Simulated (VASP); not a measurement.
# MgH2 (P1) in VASP: a series of runs

The runs below take MgH2 through single point, with LDA.

Program: VASP 6.6.1. These are calculated values, not measurements. Logs are shortened: lines on timing, memory, paths and dates and some standing lists are left out, and cuts for length are marked.

## Step 1: The cell of the first run

The typed cell holds 6 atoms: a = 6.735 Å, b = 3.367 Å, c = 3.367 Å, α = 60.00°, β = 60.00°, γ = 60.00°.

## Step 2: Single point, LDA

INCAR

```
PREC = Accurate ; ENCUT = 520
EDIFF = 1E-6 ; ISMEAR = -1
SIGMA = 0.1 ; LREAL = False
LASPH = True ; NELM = 120
ALGO = Normal ; ISIF = 2
LWAVE = False ; LCHARG = False
GGA = CA ; NBANDS = 13
GGA_COMPAT = False
```

KPOINTS

```
Automatic mesh
0
Gamma
  2 2 2
  0.5 0.5 0.5
```

POSCAR

```
MgH2
1.0
    0.0000000000      4.7621340000      4.7621340000
    2.3810670000      0.0000000000      2.3810670000
    2.3810670000      2.3810670000      0.0000000000
Mg H
2 4
Direct
    0.0000132294      0.0012431402     -0.0002944058
    0.4996204433     -0.0044910538      0.0019459763
    0.3922467322      0.7896634156      0.7305290023
    0.1291113396      0.2563016916      0.2370216798
    0.8670761890      0.7854810469      0.7484211910
    0.6203989640      0.2468720956      0.2442052240
```

Potentials or basis: VASP PAW LDA potentials, release 64 (Mg, H).

Launch:

```bash
cat potpaw_LDA.64/Mg/POTCAR potpaw_LDA.64/H/POTCAR > POTCAR
mpirun -np 1 vasp_std > vasp.out
```

OUTCAR:

```text
PREC = Accurate
   ENCUT = 520
   EDIFF = 1E-6
   ISMEAR = -1
   LREAL = False
   LASPH = True
   NELM = 120
   ISIF = 2
   GGA = CA

 ion  position               nearest neighbor table
   1  0.000  0.001  1.000-   5 2.02   4 2.05   5 2.06   4 2.06   6 2.09   4 2.10   5 2.16   3 2.16
                             2 3.36   2 3.36   2 3.36   2 3.37   2 3.38   2 3.38
   2  0.500  0.996  0.002-   3 1.91   3 2.01   6 2.02   5 2.02   4 2.04   6 2.06   6 2.08   3 2.19
                             1 3.36   1 3.36   1 3.36   1 3.37   1 3.38   1 3.38
   3  0.392  0.790  0.731-   2 1.91   2 2.01   1 2.16   2 2.19
   4  0.129  0.256  0.237-   2 2.04   1 2.05   1 2.06   1 2.10
   5  0.867  0.785  0.748-   1 2.02   2 2.02   1 2.06   1 2.16
   6  0.620  0.247  0.244-   2 2.02   2 2.06   2 2.08   1 2.09

  LATTYP: Found a trigonal (rhomboedric) cell.
 ALAT       =     5.8323991934
 COS(alpha) =     0.8333333333

  Lattice vectors:

 A1 = (   2.3810670000,  -2.3810670000,  -4.7621340000)
 A2 = (   4.7621340000,  -2.3810670000,  -2.3810670000)
 A3 = (   2.3810670000,  -4.7621340000,  -2.3810670000)

Analysis of symmetry for initial positions (statically):
=====================================================================
 Subroutine PRICEL returns:
 Original cell was already a primitive cell.

 Routine SETGRP: Setting up the symmetry group for a
 trigonal (rhombohedral) supercell.

 Subroutine GETGRP returns: Found  1 space group operations
 (whereof  1 operations were pure point group operations)
 out of a pool of 12 trial point group operations.

The static configuration has the point symmetry C_1 .

Analysis of symmetry for dynamics (positions and initial velocities):
=====================================================================
 Subroutine PRICEL returns:
 Original cell was already a primitive cell.

 Routine SETGRP: Setting up the symmetry group for a
 trigonal (rhombohedral) supercell.

 Subroutine GETGRP returns: Found  1 space group operations
 (whereof  1 operations were pure point group operations)
 out of a pool of 12 trial point group operations.

The dynamic configuration has the point symmetry C_1 .

 Subroutine INISYM returns: Found  1 space group operations
 (whereof  1 operations are pure point group operations),
 and found     1 'primitive' translations

----------------------------------------------------------------------------------------

                                     Primitive cell

  volume of cell :      53.9976

  direct lattice vectors                    reciprocal lattice vectors
     0.000000000  4.762134000  4.762134000    -0.104994946  0.104994946  0.104994946
     2.381067000  0.000000000  2.381067000     0.209989891 -0.209989891  0.209989891
     2.381067000  2.381067000  0.000000000     0.209989891  0.209989891 -0.209989891

  length of vectors
     6.734674489  3.367337244  3.367337244     0.181856580  0.363713160  0.363713160

  position of ions in fractional coordinates (direct lattice)
     0.000013229  0.001243140  0.999705594
     0.499620443  0.995508946  0.001945976
     0.392246732  0.789663416  0.730529002
     0.129111340  0.256301692  0.237021680
     0.867076189  0.785481047  0.748421191
     0.620398964  0.246872096  0.244205224

  ion indices of the primitive-cell ions
   primitive index   ion index
                 1           1
                 2           2
                 3           3
                 4           4
                 5           5
                 6           6

----------------------------------------------------------------------------------------

 KPOINTS: Automatic mesh

Automatic generation of k-mesh.
 Grid dimensions read from file:
 generate k-points for:    2    2    2

 Generating k-lattice:

  Cartesian coordinates                     Fractional coordinates (reciprocal lattice)
    -0.052497473  0.052497473  0.052497473     0.500000000  0.000000000  0.000000000
     0.104994946 -0.104994946  0.104994946     0.000000000  0.500000000  0.000000000
     0.104994946  0.104994946 -0.104994946     0.000000000  0.000000000  0.500000000

  Length of vectors
     0.090928290  0.181856580  0.181856580

  Shift w.r.t. Gamma in fractional coordinates (k-lattice)
     0.500000000  0.500000000  0.500000000

 Subroutine IBZKPT returns following result:
 ===========================================

 Found     12 irreducible k-points:

 Following reciprocal coordinates:
            Coordinates               Weight
  0.250000  0.250000  0.250000      2.000000
 -0.250000 -0.250000  0.000000      2.000000
 -0.250000  0.000000 -0.250000      2.000000
 -0.250000  0.250000  0.250000      2.000000
  0.250000 -0.250000  0.000000      2.000000
  0.250000  0.000000 -0.250000      2.000000
  0.250000 -0.250000  0.250000      2.000000
 -0.250000 -0.250000  0.250000      2.000000
 -0.250000 -0.250000  0.500000      2.000000
  0.250000 -0.250000  0.500000      2.000000
 -0.250000  0.500000  0.250000      2.000000
  0.250000  0.500000  0.250000      2.000000
   k-points           NKPTS =     12   k-points in BZ     NKDIM =     12   number of bands    NBANDS=     13
   number of dos      NEDOS =    301   number of ions     NIONS =      6
   total plane-waves  NPLWV =  39200
   dimension x,y,z NGX =    50 NGY =   28 NGZ =   28
   dimension x,y,z NGXF=   100 NGYF=   56 NGZF=   56
   ions per type =               2   4
   NGX,Y,Z   is equivalent  to a cutoff of  12.34, 13.82, 13.82 a.u.
   NGXF,Y,Z  is equivalent  to a cutoff of  24.69, 27.65, 27.65 a.u.
 SYSTEM =  unknown system
   PREC   = accura    normal or accurate (medium, high low for compatibility)
   ISTART =      0    job   : 0-new  1-cont  2-samecut
   ICHARG =      2    charge: 1-file 2-atom 10-const
   ISPIN  =      1    spin polarized calculation?
   LNONCOLLINEAR =      F non collinear calculations
   LSORBIT =      F    spin-orbit coupling
   LASPH  =      T    aspherical Exc in radial PAW
   ENCUT  =  520.0 eV  38.22 Ry    6.18 a.u.  12.52  6.26  6.26*2*pi/ulx,y,z
   NELM   =    120;   NELMIN=  2; NELMDL= -5     # of ELM steps
   EDIFF  = 0.1E-05   stopping-criterion for ELM
   LREAL  =      F    real-space projection
   EDIFFG = 0.1E-04   stopping-criterion for IOM
   NSW    =      0    number of steps for IOM
   IBRION =     -1    ionic relax: 0-MD 1-quasi-New 2-CG
   NFREE  =      0    steps in history (QN), initial steepest desc. (CG)
   ISIF   =      2    stress and relaxation
   ISYM   =      2    0-nonsym 1-usesym 2-fastsym
   POTIM  = 0.5000    time-step for ionic-motion
   TEBEG  =    0.0;   TEEND  =   0.0 temperature during run
   PSTRESS=    0.0 pullay stress
   NELECT =       8.0000    total number of electrons
   NUPDOWN=      -1.0000    fix difference up-down
   EMIN   =  10.00;   EMAX   =-10.00  energy-range for DOS
   EFERMI =   0.00;   METHOD = LEGACY
   ISMEAR =    -1;   SIGMA  =   0.10  broadening in eV -4-tet -1-fermi 0-gaus
   EFERMI_NEDOS =   21; number of points for ismear=-14 and -15
   IALGO  =     38    algorithm
   IMIX   =      4    mixing-type and parameters
     AMIX     =   0.40;   BMIX     =  1.00
     AMIX_MAG =   1.60;   BMIX_MAG =  1.00
  volume/ion in A,a.u.               =       9.00        60.73
  Fermi-wavevector in a.u.,A,eV,Ry     =   0.866257  1.636988 10.209818  0.750400
  Thomas-Fermi vector in A             =   1.984619
   LORBIT       =      0    0 simple, 1 ext, 2 COOP (PROOUT), +10 PAW based schemes
   GGA     = CA    functional components
   LHFCALC =     F    Hartree Fock is set to
   AEXX    =    0.0000 exact exchange contribution
   IVDW    =     0    specifies the selected vdW correction
   LEPSILON=     F    determine dielectric tensor
   LRPA    =     F    only Hartree local field effects (RPA)
 non-spin polarized calculation
  energy-cutoff  :      520.00
  volume of cell :       54.00
 maximum number of plane-waves:      1457
 NGX is ok and might be reduce to    50
   NGX = 25   NGY = 13   NGZ = 13

 number of electron       7.9999999 magnetization

 Free energy of the ion-electron system (eV)
  ---------------------------------------------------
  ext. energy  EPLUGINS =         0.00000000
  ---------------------------------------------------
  free energy    TOTEN  =       -18.13357362 eV

  energy without entropy =      -18.13318560  energy(sigma->0) =      -18.13337961

 E-fermi :   2.8927     XC(G=0):  -9.2676

 val. band max:        2.1296516995   @ k =   0.2500   0.2500   0.2500
 cond. band min:       3.6928198164   @ k =  -0.2500   0.5000   0.2500
 fundamental gap:      1.5631681169
 Fermi energy:         2.8927452162

 k-point     1 :       0.2500    0.2500    0.2500
  band No.  band energies     occupation
      1      -6.1360      2.00000
      2      -2.6752      2.00000
      3      -1.6821      2.00000
      4       2.1297      1.99903
      5       4.5622      0.00000
      6       7.6280      0.00000
      7       9.0464      0.00000
      8       9.0957      0.00000
      9       9.6588      0.00000
     10      10.5368      0.00000
     11      13.6330      0.00000
     12      13.9909      0.00000
     13      14.5946      0.00000

 k-point     2 :      -0.2500   -0.2500    0.0000
  band No.  band energies     occupation
      1      -6.1378      2.00000
      2      -2.6668      2.00000
      3      -1.6846      2.00000
      4       2.1017      1.99927
      5       4.4827      0.00000
      6       7.7868      0.00000
      7       9.0078      0.00000
      8       9.0750      0.00000
      9       9.6136      0.00000
     10      10.6377      0.00000
     11      13.7138      0.00000
[... 147 lines left out ...]
 k-point    12 :       0.2500    0.5000    0.2500
  band No.  band energies     occupation
      1      -4.0106      2.00000
      2      -2.3844      2.00000
      3      -1.1258      2.00000
      4      -0.4070      2.00000
      5       3.7591      0.00035
      6       5.2776      0.00000
      7       5.9931      0.00000
      8       6.9009      0.00000
      9      10.1680      0.00000
     10      10.8381      0.00000
     11      12.7658      0.00000
     12      14.2095      0.00000
     13      15.1647      0.00000

------------------------ aborting loop because EDIFF is reached ----------------------------------------

  FORCE on cell =-STRESS in cart. coord.  units (eV):
  Direction    XX          YY          ZZ          XY          YZ          ZX
  --------------------------------------------------------------------------------------
  -------------------------------------------------------------------------------------
  Total       -1.0814469     -1.1065501     -1.0442841      0.4475069     -0.1554140      0.3369314
  in kB      -32.0878733    -32.8327175    -30.9852069     13.2780855     -4.6113252      9.9971737
  external PRESSURE =     -31.9685992 kB  Pullay stress =       0.0000000 kB

 VOLUME and BASIS-vectors are now :
 -----------------------------------------------------------------------------
  energy-cutoff  :      520.00
  volume of cell :       54.00
      direct lattice vectors                 reciprocal lattice vectors
     0.000000000  4.762134000  4.762134000    -0.104994946  0.104994946  0.104994946
     2.381067000  0.000000000  2.381067000     0.209989891 -0.209989891  0.209989891
     2.381067000  2.381067000  0.000000000     0.209989891  0.209989891 -0.209989891

 POSITION                                       TOTAL-FORCE (eV/Angst)
 -----------------------------------------------------------------------------------
      2.38333      2.38043      0.00302         0.118233     -0.083302      0.065183
      2.37501      2.38389      4.74963         0.066650      0.102247      0.277611
      3.61968      3.60737      3.74817        -0.203641     -0.258812     -0.625426
      1.17464      1.17921      1.22512         0.162471      0.016872      0.045453
      3.65232      5.91117      5.99942        -0.304971      0.106311     -0.069331
      1.16929      3.53589      3.54224         0.161258      0.116684      0.306509
 -----------------------------------------------------------------------------------
    total drift:                               -0.000024     -0.000022     -0.000119

  FREE ENERGIE OF THE ION-ELECTRON SYSTEM (eV)
  ---------------------------------------------------
  free  energy   TOTEN  =       -18.1335736244 eV

  energy  without entropy=      -18.1331856021  energy(sigma->0) =      -18.13337961
```

Wall time 6.5 s (1 thread of AMD EPYC 9R45 (Zen 5), shared host); peak memory 0.13 GiB.

What came out:

```
Free energy            : -18.1336 eV
Pressure               : -3.2 GPa
Largest force          : 0.707 eV/Å
Band gap on the k mesh : 1.56 eV
```

Forces in eV/Å, atoms in the order of the input:
```
Mg   0.118 -0.083  0.065
Mg   0.067  0.102  0.278
H   -0.204 -0.259 -0.625
H    0.162  0.017  0.045
H   -0.305  0.106 -0.069
H    0.161  0.117  0.307
```

Caveat: the k points lie up to 1.09 Å⁻¹ apart; a shifted mesh leaves out Γ, where band edges can lie. A k mesh can miss the band edges.

## Step 3: Single point, LDA

INCAR

```
PREC     = Accurate       # precision mode
ENCUT    = 520            # plane-wave cutoff, eV
EDIFF    = 1E-6           # SCF threshold, eV
ISMEAR   = -1             # smearing method
SIGMA    = 0.1            # smearing width, eV
LREAL    = False          # projectors in reciprocal space
LASPH    = True           # aspherical terms in the spheres
NELM     = 120            # most SCF steps
ALGO     = Normal         # electronic algorithm
ISIF     = 2              # what is computed and relaxed
LWAVE    = False          # write WAVECAR
LCHARG   = False          # write CHGCAR
NBANDS   = 13             # bands
GGA_COMPAT= False
```

KPOINTS is that of step 2.

POSCAR

```
MgH2
1.0
    0.0000000000      4.7621340000      4.7621340000
    2.3810670000      0.0000000000      2.3810670000
    2.3810670000      2.3810670000      0.0000000000
Mg H
2 4
Direct
    0.0000082946      0.0029816465     -0.0006952765
    0.4991651852     -0.0104010093      0.0045217123
    0.4125847782      0.8379214025      0.7055152165
    0.1338930194      0.2661670167      0.2205307536
    0.8581397542      0.8293250463      0.7456612939
    0.6153126938      0.2454830124      0.2360309475
```

Potentials or basis: VASP PAW LDA potentials, release 64 (Mg, H).

Launch:

```bash
cat potpaw_LDA.64/Mg/POTCAR potpaw_LDA.64/H/POTCAR > POTCAR
mpirun -np 1 vasp_std > vasp.out
```

Wall time 7.1 s (1 thread of AMD EPYC 9R45 (Zen 5), shared host); peak memory 0.13 GiB.

It converged, with:

- Free energy: -17.7818 eV
- Pressure: -1.6 GPa
- Largest force: 1.759 eV/Å
- Band gap on the k mesh: 1.27 eV (least direct gap 2.21 eV)

Forces in eV/Å, atoms in the order of the input:
```
Mg   0.281 -0.161  0.099
Mg   0.346  0.532  0.664
H   -0.665 -0.804 -1.417
H    0.318  0.050  0.065
H   -0.636  0.159 -0.120
H    0.356  0.224  0.709
```

Stress tensor (GPa, compression positive):
```
-1.59  2.47  1.59
 2.47 -1.84 -0.11
 1.59 -0.11 -1.34
```

Levels at points of the mesh, in eV from the valence-band top:
```csv
k point,band 2,band 3,band 4,band 5,band 6,band 7
"(0.25, 0.25, 0.25)",-5.07,-3.96,0.00,2.26,5.02,6.51
```

Caveat: the k points lie up to 1.09 Å⁻¹ apart; a shifted mesh leaves out Γ, where band edges can lie; forces of over 1 eV/Å act on the atoms, so gaps and moduli don't describe the material at rest. A k mesh can miss the band edges.
